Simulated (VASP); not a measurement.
Runs of VASP 6.6.1 on Ta2Si. The structure is that of space group I4/mcm (No. 140), or close to it. The cells are those of the table. 

```csv
cell,gap on the mesh (eV),pressure (GPa),largest force (eV/Å)
"a = 4.937 Å, angles 104.5, 104.5, 119.9°, 6 atoms",none,(b),0.01
"a = 4.885 Å, angles 104.5, 104.5, 120.0°, 6 atoms",none,26.7,0.01
"a = 5.054 Å, angles 104.5, 104.5, 119.9°, 6 atoms",none,(a),0.01
"a = 4.831 Å, angles 104.5, 104.5, 120.0°, 6 atoms",none,38.4,0.01
"a = 5.025 Å, angles 104.5, 104.5, 119.9°, 6 atoms",none,2.5,-
"a = 5.040 Å, angles 104.5, 104.5, 119.9°, 6 atoms",none,0.5,-
```

Alike in all rows: task single point; level r2SCAN; potentials or basis VASP PAW PBE potentials, release 64 (Ta_pv, Si); no spin polarisation; k mesh 10 × 10 × 10; cutoff (eV) 520; smearing gaussian 0.1 eV.

Q: Estimate the missing entries.

A: (a) -1.6; (b) 16.6.

Caveats: the PAW data sets were made with another functional, which shifts forces and pressure a little; spin-orbit coupling is left out, which moves the levels of the heavy elements; the cell stands under pressure (at least some runs).

A k mesh can miss the band edges, and the runs leave out spin-orbit coupling on Ta.

A gap of «none» marks levels without a gap at the run's occupations.
